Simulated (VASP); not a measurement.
# H (I4/mmm) in VASP: relaxation of cell and atoms with PBE

Aim: the relaxation of cell and atoms of H with PBE.

Program: VASP 6.6.1. These are calculated values, not measurements. Logs are shortened: lines on timing, memory, paths and dates and some standing lists are left out, and cuts for length are marked.

## Step 1: The cell of the first run

Symmetry: I4/mmm, No. 139, tetragonal system. Conventional cell: a = 3.406 Å, b = 3.406 Å, c = 4.279 Å, α = 90.00°, β = 90.00°, γ = 90.00°. H (site symmetry 4mm) has 1 H at 0.75 Å within 1.0 Å.

## Step 2: Relaxation of cell and atoms, PBE

INCAR

```
SYSTEM = H
PREC     = Accurate       ! precision mode
ENCUT    = 1230           ! plane-wave cutoff, eV
EDIFF    = 1E-7           ! SCF threshold, eV
ISMEAR   = 0              ! smearing method
SIGMA    = 0.02           ! smearing width, eV
LREAL    = .FALSE.        ! projectors in reciprocal space
LASPH    = .TRUE.         ! aspherical terms in the spheres
NELM     = 120            ! most SCF steps
ALGO     = Normal         ! electronic algorithm
ISIF     = 3              ! what is computed and relaxed
LWAVE    = .FALSE.        ! write WAVECAR
LCHARG   = .FALSE.        ! write CHGCAR
GGA      = PE             ! functional
IBRION   = 2              ! ionic algorithm
NSW      = 70             ! ionic steps
EDIFFG   = -0.02          ! ionic threshold
GGA_COMPAT= .FALSE.      
NELMIN   = 4
```

KPOINTS

```
regular mesh
0
G
  8 8 8
  0 0 0
```

POSCAR

```
H
1.0
   -1.7030551077      1.7030551077      2.1395708916
    1.7030551077     -1.7030551077      2.1395708916
    1.7030551077      1.7030551077     -2.1395708916
H
2
Direct
    0.9122555667      0.9122555667      0.0000000000
    0.0877444333      0.0877444333      0.0000000000
```

Potentials or basis: VASP PAW PBE potentials, release 64 (H_h).

Command:

```
$ cat potpaw_PBE.64/H_h/POTCAR > POTCAR
$ mpirun -np 1 vasp_std > vasp.out
```

OUTCAR:

```text
SYSTEM = H
   PREC = Accurate
   ENCUT = 1230
   EDIFF = 1E-7
   ISMEAR = 0
   LREAL = .FALSE.
   LASPH = .TRUE.
   NELM = 120
   ISIF = 3
   GGA = PE
   IBRION = 2
   NSW = 70
   EDIFFG = -0.02
   NELMIN = 4

 ion  position               nearest neighbor table
   1  0.912  0.912  0.000-   2 0.75
   2  0.088  0.088  0.000-   1 0.75

  LATTYP: Found a body centered tetragonal cell.
 ALAT       =     3.4061102154
 C/A-ratio  =     1.2563133641

  Lattice vectors:

 A1 = (  -1.7030551077,   1.7030551077,   2.1395708916)
 A2 = (   1.7030551077,  -1.7030551077,   2.1395708916)
 A3 = (   1.7030551077,   1.7030551077,  -2.1395708916)

Analysis of symmetry for initial positions (statically):
=====================================================================
 Subroutine PRICEL returns:
 Original cell was already a primitive cell.

 Routine SETGRP: Setting up the symmetry group for a
 body centered tetragonal supercell.

 Subroutine GETGRP returns: Found 16 space group operations
 (whereof 16 operations were pure point group operations)
 out of a pool of 16 trial point group operations.

The static configuration has the point symmetry D_4h.

Analysis of symmetry for dynamics (positions and initial velocities):
=====================================================================
 Subroutine PRICEL returns:
 Original cell was already a primitive cell.

 Routine SETGRP: Setting up the symmetry group for a
 body centered tetragonal supercell.

 Subroutine GETGRP returns: Found 16 space group operations
 (whereof 16 operations were pure point group operations)
 out of a pool of 16 trial point group operations.

The dynamic configuration has the point symmetry D_4h.

 Subroutine INISYM returns: Found 16 space group operations
 (whereof 16 operations are pure point group operations),
 and found     1 'primitive' translations

----------------------------------------------------------------------------------------

                                     Primitive cell

  volume of cell :      24.8224

  direct lattice vectors                    reciprocal lattice vectors
    -1.703055108  1.703055108  2.139570892     0.000000000  0.293590030  0.233691719
     1.703055108 -1.703055108  2.139570892     0.293590030  0.000000000  0.233691719
     1.703055108  1.703055108 -2.139570892     0.293590030  0.293590030  0.000000000

  length of vectors
     3.221576788  3.221576788  3.221576788     0.375242489  0.375242489  0.415199002

  position of ions in fractional coordinates (direct lattice)
     0.912255567  0.912255567  0.000000000
     0.087744433  0.087744433  0.000000000

  ion indices of the primitive-cell ions
   primitive index   ion index
                 1           1
                 2           2

----------------------------------------------------------------------------------------

 KPOINTS: regular mesh

Automatic generation of k-mesh.
 Grid dimensions read from file:
 generate k-points for:    8    8    8

 Generating k-lattice:

  Cartesian coordinates                     Fractional coordinates (reciprocal lattice)
     0.000000000  0.036698754  0.029211465     0.125000000  0.000000000 -0.000000000
     0.036698754  0.000000000  0.029211465     0.000000000  0.125000000 -0.000000000
     0.036698754  0.036698754  0.000000000     0.000000000  0.000000000  0.125000000

  Length of vectors
     0.046905311  0.046905311  0.051899875

  Shift w.r.t. Gamma in fractional coordinates (k-lattice)
     0.000000000  0.000000000  0.000000000

 Subroutine IBZKPT returns following result:
 ===========================================

 Found     59 irreducible k-points:

 Following reciprocal coordinates:
            Coordinates               Weight
  0.000000  0.000000  0.000000      1.000000
  0.125000  0.000000  0.000000      8.000000
  0.250000  0.000000  0.000000      8.000000
  0.375000  0.000000  0.000000      8.000000
  0.500000  0.000000  0.000000      4.000000
  0.125000  0.125000  0.000000      8.000000
[... 16 lines left out ...]
  0.250000  0.125000  0.125000     16.000000
  0.375000  0.125000  0.125000      8.000000
 [... further k-points ...]
   k-points           NKPTS =     59   k-points in BZ     NKDIM =     59   number of bands    NBANDS=      5
   number of dos      NEDOS =    301   number of ions     NIONS =      2
   total plane-waves  NPLWV =  64000
   dimension x,y,z NGX =    40 NGY =   40 NGZ =   40
   dimension x,y,z NGXF=    80 NGYF=   80 NGZF=   80
   ions per type =               2
   NGX,Y,Z   is equivalent  to a cutoff of  20.64, 20.64, 20.64 a.u.
   NGXF,Y,Z  is equivalent  to a cutoff of  41.28, 41.28, 41.28 a.u.
 SYSTEM =  H
   PREC   = accura    normal or accurate (medium, high low for compatibility)
   ISTART =      0    job   : 0-new  1-cont  2-samecut
   ICHARG =      2    charge: 1-file 2-atom 10-const
   ISPIN  =      1    spin polarized calculation?
   LNONCOLLINEAR =      F non collinear calculations
   LSORBIT =      F    spin-orbit coupling
   LASPH  =      T    aspherical Exc in radial PAW
   ENCUT  = 1230.0 eV  90.40 Ry    9.51 a.u.   9.21  9.21  9.21*2*pi/ulx,y,z
   NELM   =    120;   NELMIN=  4; NELMDL= -5     # of ELM steps
   EDIFF  = 0.1E-06   stopping-criterion for ELM
   LREAL  =      F    real-space projection
   EDIFFG = -.2E-01   stopping-criterion for IOM
   NSW    =     70    number of steps for IOM
   IBRION =      2    ionic relax: 0-MD 1-quasi-New 2-CG
   NFREE  =      1    steps in history (QN), initial steepest desc. (CG)
   ISIF   =      3    stress and relaxation
   ISYM   =      2    0-nonsym 1-usesym 2-fastsym
   POTIM  = 0.5000    time-step for ionic-motion
   TEBEG  =    0.0;   TEEND  =   0.0 temperature during run
   PSTRESS=    0.0 pullay stress
   NELECT =       2.0000    total number of electrons
   NUPDOWN=      -1.0000    fix difference up-down
   EMIN   =  10.00;   EMAX   =-10.00  energy-range for DOS
   EFERMI =   0.00;   METHOD = LEGACY
   ISMEAR =     0;   SIGMA  =   0.02  broadening in eV -4-tet -1-fermi 0-gaus
   EFERMI_NEDOS =   21; number of points for ismear=-14 and -15
   IALGO  =     38    algorithm
   IMIX   =      4    mixing-type and parameters
     AMIX     =   0.40;   BMIX     =  1.00
     AMIX_MAG =   1.60;   BMIX_MAG =  1.00
  volume/ion in A,a.u.               =      12.41        83.75
  Fermi-wavevector in a.u.,A,eV,Ry     =   0.707083  1.336192  6.802447  0.499966
  Thomas-Fermi vector in A             =   1.793036
   LORBIT       =      0    0 simple, 1 ext, 2 COOP (PROOUT), +10 PAW based schemes
   GGA     = PE    functional components
   LHFCALC =     F    Hartree Fock is set to
   AEXX    =    0.0000 exact exchange contribution
   IVDW    =     0    specifies the selected vdW correction
   LEPSILON=     F    determine dielectric tensor
   LRPA    =     F    only Hartree local field effects (RPA)
 conjugate gradient relaxation of ions
 non-spin polarized calculation
 Gauss-broadening in eV      SIGMA  =   0.02
  energy-cutoff  :     1230.00
  volume of cell :       24.82
 maximum number of plane-waves:      2452
 NGX is ok and might be reduce to    40
   NGX = 19   NGY = 19   NGZ = 19

--------------------------------------- Ionic step        1  -------------------------------------------

 number of electron       2.0000000 magnetization

 Free energy of the ion-electron system (eV)
  ---------------------------------------------------
  ext. energy  EPLUGINS =         0.00000000
  ---------------------------------------------------
  free energy    TOTEN  =        -6.78458663 eV

  energy without entropy =       -6.78458663  energy(sigma->0) =       -6.78458663

------------------------ aborting loop because EDIFF is reached ----------------------------------------

  FORCE on cell =-STRESS in cart. coord.  units (eV):
  Direction    XX          YY          ZZ          XY          YZ          ZX
  --------------------------------------------------------------------------------------
  -------------------------------------------------------------------------------------
  Total        0.0416515      0.0416515      0.0232943      0.0000000     -0.0000000      0.0000000
  in kB        2.6884213      2.6884213      1.5035441      0.0000000     -0.0000000      0.0000000
  external PRESSURE =       2.2934623 kB  Pullay stress =       0.0000000 kB
[... 89 lines left out ...]
  FREE ENERGIE OF THE ION-ELECTRON SYSTEM (eV)
  ---------------------------------------------------
  free  energy   TOTEN  =        -6.7846666290 eV

  energy  without entropy=       -6.7846666290  energy(sigma->0) =       -6.78466663

[... ionic steps 4 to 9 ...]

--------------------------------------- Ionic step       10  -------------------------------------------

 number of electron       2.0000000 magnetization

------------------------ aborting loop because EDIFF is reached ----------------------------------------

  FORCE on cell =-STRESS in cart. coord.  units (eV):
  Direction    XX          YY          ZZ          XY          YZ          ZX
  --------------------------------------------------------------------------------------
  -------------------------------------------------------------------------------------
  Total       -0.0044743     -0.0044743      0.0434365      0.0000000      0.0000000      0.0000000
  in kB       -0.2302122     -0.2302122      2.2348970      0.0000000      0.0000000      0.0000000
  external PRESSURE =       0.5914909 kB  Pullay stress =       0.0000000 kB
[... 57 lines left out ...]
  energy  without entropy=       -6.7729076841  energy(sigma->0) =       -6.77290768

--------------------------------------- Ionic step       12  -------------------------------------------

 number of electron       2.0000000 magnetization

 Free energy of the ion-electron system (eV)
  ---------------------------------------------------
  ext. energy  EPLUGINS =         0.00000000
  ---------------------------------------------------
  free energy    TOTEN  =        -6.78862183 eV

  energy without entropy =       -6.78862183  energy(sigma->0) =       -6.78862183

 E-fermi :  -8.6989     XC(G=0):  -4.6772

 val. band max:       -8.8208560772   @ k =   0.5000   0.5000   0.5000
 cond. band min:       0.4621899463   @ k =   0.5000   0.0000   0.0000
 fundamental gap:      9.2830460235
 Fermi energy:        -8.6989448457

 k-point     1 :       0.0000    0.0000    0.0000
  band No.  band energies     occupation
      1     -10.2457      2.00000
      2       3.3605      0.00000
      3       6.9265      0.00000
      4      12.3116      0.00000
      5      12.3116      0.00000

 k-point     2 :       0.1250    0.0000    0.0000
  band No.  band energies     occupation
      1     -10.1244      2.00000
      2       2.8696      0.00000
      3       7.0845      0.00000
      4      10.9960      0.00000
      5      11.5490      0.00000
[... 169 lines left out ...]
 k-point    24 :       0.3750    0.1250    0.1250
  band No.  band energies     occupation
      1      -9.1964      2.00000
      2       1.0960      0.00000
      3       4.8538      0.00000
      4       6.1894      0.00000
      5      11.8296      0.00000

 [... further k-points ...]

------------------------ aborting loop because EDIFF is reached ----------------------------------------

  FORCE on cell =-STRESS in cart. coord.  units (eV):
  Direction    XX          YY          ZZ          XY          YZ          ZX
  --------------------------------------------------------------------------------------
  -------------------------------------------------------------------------------------
  Total       -0.0041786     -0.0041786     -0.0070564      0.0000000     -0.0000000      0.0000000
  in kB       -0.2148504     -0.2148504     -0.3628127      0.0000000     -0.0000000      0.0000000
  external PRESSURE =      -0.2641712 kB  Pullay stress =       0.0000000 kB
[... 17 lines left out ...]
  FREE ENERGIE OF THE ION-ELECTRON SYSTEM (eV)
  ---------------------------------------------------
  free  energy   TOTEN  =        -6.7886218288 eV

  energy  without entropy=       -6.7886218288  energy(sigma->0) =       -6.78862183

 reached required accuracy - stopping structural energy minimisation
```

Wall time 78 s (1 thread of AMD EPYC 9R45 (Zen 5), shared host); peak memory 0.19 GiB.

Results:

| Quantity | Value |
| --- | --- |
| Free energy | -6.7886 eV |
| Relaxed volume | 15.58 Å³/atom |
| Relaxed cell | a = 3.474 Å, b = 3.474 Å, c = 3.474 Å, α = 116.07°, β = 116.07°, γ = 96.96° |
| Space group after relaxing (to 0.1 Å) | I4/mmm (No. 139) |
| Energy gained by relaxing | 2.0 meV/atom |
| Ionic steps | 12 |
| Pressure after relaxing | 0.0 GPa |
| Largest force after relaxing | 0.005 eV/Å |
| Band gap on the k mesh | 9.28 eV (least direct gap 9.76 eV) |

Forces in eV/Å, atoms in the order of the input:
```
H    0.000  0.000  0.005
H    0.000  0.000 -0.005
```

The path:
```tsv
step	energy change (eV)	largest force (eV/Å)	pressure (GPa)	volume (Å³)
1	0.0000	0.0291	0.23	24.82
2	-0.0001	0.0536	0.36	24.89
3	-0.0001	0.0448	0.34	24.88
4	-0.0001	0.0444	0.34	24.91
5	-0.0003	0.0434	0.33	25.00
6	-0.0006	0.0415	0.31	25.19
7	-0.0011	0.0382	0.28	25.56
8	-0.0021	0.0336	0.23	26.31
9	-0.0034	0.0325	0.14	27.86
10	-0.0040	0.0623	0.06	31.14
11	0.0117	0.9716	-1.31	31.55
12	-0.0040	0.0052	-0.03	31.16
```

Final structure:
```
CELL_PARAMETERS angstrom
-1.83925 1.83925 2.30285
1.83925 -1.83925 2.30285
1.83925 1.83925 -2.30285
ATOMIC_POSITIONS crystal
H 0.91849 0.91849 0.00000
H 0.08151 0.08151 0.00000
```

Levels at points of the mesh, in eV from the valence-band top:
| k point | band 1 | band 2 | band 3 | band 4 | band 5 |
| --- | --- | --- | --- | --- | --- |
| (0.00, 0.00, 0.00) | -1.42 | 12.18 | 15.75 | 21.13 | 21.13 |
| (0.50, 0.00, 0.00) | -0.47 | 9.28 | 15.55 | 17.14 | 18.73 |
| (0.50, 0.50, 0.00) | -0.32 | 10.82 | 13.29 | 15.13 | 17.34 |
| (0.50, 0.50, 0.50) | 0.00 | 10.03 | 14.83 | 15.39 | 15.39 |

Caveat: the volume moved by over 15 % at a fixed basis, so the end points are rough; this functional lacks dispersion, which holds the molecules together, so the pressure and a relaxed volume are unreliable. A k mesh can miss the band edges.
